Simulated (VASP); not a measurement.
# Cd2S (P3m1) in VASP: further runs, part 2 of 2

VASP 6.6.1. Earlier steps stand in the parts before.

**6. Single point, PBE-based screened hybrid**

This run uses another cell than the first one, of 26.33 Å³/atom, 0.943 times its volume.

POSCAR reads:

```
Cd2S
1.0
    3.9626700490      0.0000000000      0.0000000000
   -1.9813350245      3.4317729293      0.0000000000
    0.0000000000      0.0000000000      5.8091920000
Cd S
2 1
Direct
    0.3333333333      0.6666666667      0.9327170000
    0.6666666667      0.3333333333      0.5787350000
    0.3333333333      0.6666666667      0.3657050000
```

INCAR.step1 reads:

```
SYSTEM = Cd2S
PREC = Accurate
ENCUT = 520
EDIFF = 1E-5
ISMEAR = -1
SIGMA = 0.05
LREAL = .False.
LASPH = .True.
NELM = 60
ALGO = Normal
ISIF = 2
LWAVE = .True.
GGA = PE
NBANDS = 22
```

INCAR.step2 reads:

```
SYSTEM = Cd2S
PREC = Accurate
ENCUT = 520
EDIFF = 1E-6
ISMEAR = -1
SIGMA = 0.05
LREAL = .False.
LASPH = .True.
NELM = 60
ALGO = Normal
ISIF = 2
LWAVE = .False.
LCHARG = .True.
GGA = PE
LHFCALC = .True.
AEXX = 0.3
HFSCREEN = 0.2
PRECFOCK = Normal
LELF = .True.
LVHAR = .True.
ISTART = 1
NBANDS = 22
```

KPOINTS reads:

```
Automatic mesh
0
Gamma
  4 4 3
  0 0 0
```

Potentials or basis: VASP PAW PBE potentials, release 64 (Cd, S).

Launch:

```
$ cat potpaw_PBE.64/Cd/POTCAR potpaw_PBE.64/S/POTCAR > POTCAR
$ cp INCAR.step1 INCAR
$ mpirun -np 1 vasp_std > vasp.out
$ cp INCAR.step2 INCAR
$ mpirun -np 1 vasp_std > vasp.out
```

OUTCAR:

```text
SYSTEM = Cd2S
   PREC = Accurate
   ENCUT = 520
   EDIFF = 1E-6
   ISMEAR = -1
   LREAL = .False.
   LASPH = .True.
   NELM = 60
   ISIF = 2
   GGA = PE
   LHFCALC = .True.
   AEXX = 0.3
   HFSCREEN = 0.2
   PRECFOCK = Normal
   ISTART = 1

 ion  position               nearest neighbor table
   1  0.333  0.667  0.933-   3 2.52   2 3.08   2 3.08   2 3.08
   2  0.667  0.333  0.579-   3 2.60   3 2.60   3 2.60   1 3.08   1 3.08   1 3.08
   3  0.333  0.667  0.366-   1 2.52   2 2.60   2 2.60   2 2.60

  LATTYP: Found a hexagonal cell.
 ALAT       =     3.9626700490
 C/A-ratio  =     1.4659792332

  Lattice vectors:

 A1 = (   3.9626700490,   0.0000000000,   0.0000000000)
 A2 = (  -1.9813350245,   3.4317729293,   0.0000000000)
 A3 = (   0.0000000000,   0.0000000000,   5.8091920000)

Analysis of symmetry for initial positions (statically):
=====================================================================
 Subroutine PRICEL returns:
 Original cell was already a primitive cell.

 Routine SETGRP: Setting up the symmetry group for a
 hexagonal supercell.

 Subroutine GETGRP returns: Found  6 space group operations
 (whereof  6 operations were pure point group operations)
 out of a pool of 24 trial point group operations.

The static configuration has the point symmetry C_3v.

Analysis of symmetry for dynamics (positions and initial velocities):
=====================================================================
 Subroutine PRICEL returns:
 Original cell was already a primitive cell.

 Routine SETGRP: Setting up the symmetry group for a
 hexagonal supercell.

 Subroutine GETGRP returns: Found  6 space group operations
 (whereof  6 operations were pure point group operations)
 out of a pool of 24 trial point group operations.

The dynamic configuration has the point symmetry C_3v.

 Subroutine INISYM returns: Found  6 space group operations
 (whereof  6 operations are pure point group operations),
 and found     1 'primitive' translations

----------------------------------------------------------------------------------------

                                     Primitive cell

  volume of cell :      78.9991

  direct lattice vectors                    reciprocal lattice vectors
     3.962670049  0.000000000  0.000000000     0.252355101  0.145697285  0.000000000
    -1.981335025  3.431772929  0.000000000     0.000000000  0.291394571  0.000000000
     0.000000000  0.000000000  5.809192000     0.000000000  0.000000000  0.172140979

  length of vectors
     3.962670049  3.962670049  5.809192000     0.291394571  0.291394571  0.172140979

  position of ions in fractional coordinates (direct lattice)
     0.333333333  0.666666667  0.932717000
     0.666666667  0.333333333  0.578735000
     0.333333333  0.666666667  0.365705000

  ion indices of the primitive-cell ions
   primitive index   ion index
                 1           1
                 2           2
                 3           3

----------------------------------------------------------------------------------------

[... 28 lines left out ...]
  0.500000 -0.000000  0.000000      3.000000
  0.250000  0.250000  0.000000      6.000000
  0.000000  0.000000  0.333333      2.000000
  0.250000 -0.000000  0.333333      6.000000
  0.000000  0.250000  0.333333      6.000000
  0.500000 -0.000000  0.333333      6.000000
  0.250000  0.250000  0.333333     12.000000
   k-points           NKPTS =      9   k-points in BZ     NKDIM =     48   number of bands    NBANDS=     22
   number of dos      NEDOS =    301   number of ions     NIONS =      3
   total plane-waves  NPLWV =  43200
   dimension x,y,z NGX =    30 NGY =   30 NGZ =   48
   dimension x,y,z NGXF=    60 NGYF=   60 NGZF=   96
   ions per type =               2   1
   NGX,Y,Z   is equivalent  to a cutoff of  12.59, 12.59, 13.74 a.u.
   NGXF,Y,Z  is equivalent  to a cutoff of  25.17, 25.17, 27.47 a.u.
 SYSTEM =  Cd2S
   PREC   = accura    normal or accurate (medium, high low for compatibility)
   ISTART =      1    job   : 0-new  1-cont  2-samecut
   ICHARG =      0    charge: 1-file 2-atom 10-const
   ISPIN  =      1    spin polarized calculation?
   LNONCOLLINEAR =      F non collinear calculations
   LSORBIT =      F    spin-orbit coupling
   LASPH  =      T    aspherical Exc in radial PAW
   ENCUT  =  520.0 eV  38.22 Ry    6.18 a.u.   7.37  7.37 10.80*2*pi/ulx,y,z
   NELM   =     60;   NELMIN=  2; NELMDL=  0     # of ELM steps
   EDIFF  = 0.1E-05   stopping-criterion for ELM
   LREAL  =      F    real-space projection
   EDIFFG = 0.1E-04   stopping-criterion for IOM
   NSW    =      0    number of steps for IOM
   IBRION =     -1    ionic relax: 0-MD 1-quasi-New 2-CG
   NFREE  =      0    steps in history (QN), initial steepest desc. (CG)
   ISIF   =      2    stress and relaxation
   ISYM   =      3    0-nonsym 1-usesym 2-fastsym
   POTIM  = 0.5000    time-step for ionic-motion
   TEBEG  =    0.0;   TEEND  =   0.0 temperature during run
   PSTRESS=    0.0 pullay stress
   NELECT =      30.0000    total number of electrons
   NUPDOWN=      -1.0000    fix difference up-down
   EMIN   =  10.00;   EMAX   =-10.00  energy-range for DOS
   EFERMI =   0.00;   METHOD = LEGACY
   ISMEAR =    -1;   SIGMA  =   0.05  broadening in eV -4-tet -1-fermi 0-gaus
   EFERMI_NEDOS =   21; number of points for ismear=-14 and -15
   IALGO  =     38    algorithm
   IMIX   =      1    mixing-type and parameters
     AMIX     =   0.40;   BMIX     =  1.00
     AMIX_MAG =   1.60;   BMIX_MAG =  1.00
  volume/ion in A,a.u.               =      26.33       177.70
  Fermi-wavevector in a.u.,A,eV,Ry     =   1.185517  2.240303 19.122322  1.405451
  Thomas-Fermi vector in A             =   2.321709
   LORBIT       =      0    0 simple, 1 ext, 2 COOP (PROOUT), +10 PAW based schemes
   GGA     = PE    functional components
   LHFCALC =     T    Hartree Fock is set to
   PRECFOCK=normal    Normal, Fast or Accurate (Low or Medium for compatibility)
   ENCUT4O =  -1.0   cutoff for four orbital integrals eV
   NKREDX  =     1    reduce k-point grid by
   NKREDY  =     1    reduce k-point grid by
   NKREDZ  =     1    reduce k-point grid by
   AEXX    =    0.3000 exact exchange contribution
   HFSCREEN=    0.2000 screening length (either q_TF or 0.3 A-1)
   HFSCREENC=   0.2000 screening length for correlation (either q_TF or 0.3 A-1)
   ENCUTFOCK=  -1.0 apply spherical cutoff to Coloumb kernel
   IVDW    =     0    specifies the selected vdW correction
   LEPSILON=     F    determine dielectric tensor
   LRPA    =     F    only Hartree local field effects (RPA)
 non-spin polarized calculation
  energy-cutoff  :      520.00
  volume of cell :       79.00
 maximum number of plane-waves:      2151
 NGX is ok and might be reduce to    30
  NGX = 24; NGY = 24; NGZ = 36

 number of electron      29.9999999 magnetization

 Free energy of the ion-electron system (eV)
  ---------------------------------------------------
  ext. energy  EPLUGINS =         0.00000000
  ---------------------------------------------------
  free energy    TOTEN  =        -8.13028247 eV

  energy without entropy =       -8.13027958  energy(sigma->0) =       -8.13028103

 E-fermi :   1.2957     XC(G=0):  -7.3950

 val. band max:        0.6811582908   @ k =   0.2500   0.2500   0.3333
 cond. band min:       1.8408475840   @ k =   0.5000  -0.0000   0.0000
 fundamental gap:      1.1596892933
 Fermi energy:         1.2956527320

 k-point     1 :       0.0000    0.0000    0.0000
  band No.  band energies     occupation
      1     -13.4589      2.00000
      2      -9.2244      2.00000
      3      -9.2244      2.00000
      4      -9.1144      2.00000
      5      -9.1144      2.00000
      6      -9.0264      2.00000
[... 214 lines left out ...]
     21       9.9923      0.00000
     22      11.0199      0.00000

------------------------ aborting loop because EDIFF is reached ----------------------------------------

  FORCE on cell =-STRESS in cart. coord.  units (eV):
  Direction    XX          YY          ZZ          XY          YZ          ZX
  --------------------------------------------------------------------------------------
  -------------------------------------------------------------------------------------
  Total       -0.6983809     -0.6983809     -0.6691122      0.0000000     -0.0000000      0.0000000
  in kB      -14.1638321    -14.1638321    -13.5702350      0.0000000     -0.0000000      0.0000000
  external PRESSURE =     -13.9659664 kB  Pullay stress =       0.0000000 kB

 VOLUME and BASIS-vectors are now :
 -----------------------------------------------------------------------------
  energy-cutoff  :      520.00
  volume of cell :       79.00
      direct lattice vectors                 reciprocal lattice vectors
     3.962670049  0.000000000  0.000000000     0.252355101  0.145697285  0.000000000
    -1.981335025  3.431772929  0.000000000     0.000000000  0.291394571  0.000000000
     0.000000000  0.000000000  5.809192000     0.000000000  0.000000000  0.172140979

 POSITION                                       TOTAL-FORCE (eV/Angst)
 -----------------------------------------------------------------------------------
     -0.00000      2.28785      5.41833         0.000000      0.000000      0.194523
      1.98134      1.14392      3.36198         0.000000     -0.000000     -0.261254
     -0.00000      2.28785      2.12445        -0.000000     -0.000000      0.066731
 -----------------------------------------------------------------------------------
    total drift:                               -0.000000      0.000000     -0.000385

  FREE ENERGIE OF THE ION-ELECTRON SYSTEM (eV)
  ---------------------------------------------------
  free  energy   TOTEN  =        -8.1302824748 eV

  energy  without entropy=       -8.1302795762  energy(sigma->0) =       -8.13028103
```

Wall time 28 min (1 thread of Intel Xeon 6975P-C, shared host); peak memory 0.32 GiB.

Results:

| Property | Result |
| --- | --- |
| Free energy | -8.1303 eV |
| Pressure | -1.4 GPa |
| Largest force | 0.261 eV/Å |
| Band gap on the k mesh | 1.16 eV, indirect (least direct gap 1.89 eV) |

Forces on the atoms (eV/Å):
```
Cd   0.000  0.000  0.195
Cd   0.000  0.000 -0.261
S    0.000  0.000  0.067
```

Caveat: the k points lie up to 0.46 Å⁻¹ apart; the PAW data sets were made with another functional, which shifts forces and pressure a little.

**7. The runs side by side**

| level | potentials or basis | cell | k mesh | cutoff (eV) | second run | grid for exact exchange (PRECFOCK) | share of exact exchange | screening parameter | gap on the mesh (eV) | pressure (GPa) | largest force (eV/Å) |
| --- | --- | --- | --- | --- | --- | --- | --- | --- | --- | --- | --- |
| LDA | VASP PAW LDA potentials, release 64 (Cd, S) | a = 4.040, b = 4.040, c = 5.923 Å, angles 90.0, 90.0, 120.0°, 3 atoms | 7 × 7 × 4 | 520 | - | - | - | - | 0.44 | -6.4 | 0.33 |
| PBEsol | VASP PAW PBE potentials, release 64 (Cd, S) | a = 3.963, b = 3.963, c = 5.809 Å, angles 90.0, 90.0, 120.0°, 3 atoms | 8 × 8 × 5 | 520 | - | - | - | - | 0.22 | -2.7 | 0.12 |
| PBE | VASP PAW PBE potentials, release 64 (Cd_sv_GW, S) | a = 3.882, b = 3.882, c = 5.691 Å, angles 90.0, 90.0, 120.0°, 3 atoms | 8 × 8 × 5 | 540 | valence_matched | - | - | - | 0.21 | 1.6 | 0.17 |
| PBE-based screened hybrid | VASP PAW PBE potentials, release 64 (Cd, S) | a = 3.963, b = 3.963, c = 5.809 Å, angles 90.0, 90.0, 120.0°, 3 atoms | 4 × 4 × 3 | 520 | - | Normal | 0.25 | 0.2 1/Å | 1.12 | -1.2 | 0.22 |
| PBE-based screened hybrid | VASP PAW PBE potentials, release 64 (Cd, S) | a = 3.963, b = 3.963, c = 5.809 Å, angles 90.0, 90.0, 120.0°, 3 atoms | 4 × 4 × 3 | 520 | - | Normal | 0.3 | 0.2 1/Å | 1.16 | -1.4 | 0.26 |

Alike in all rows: task single point; no spin polarisation; smearing fermi-dirac 0.05 eV.

Caveats: some runs use coarse meshes; the PAW data sets were made with another functional, which shifts forces and pressure a little (some runs).

Total energies depend on the potentials used, so only differences within one code and one set of settings carry meaning.
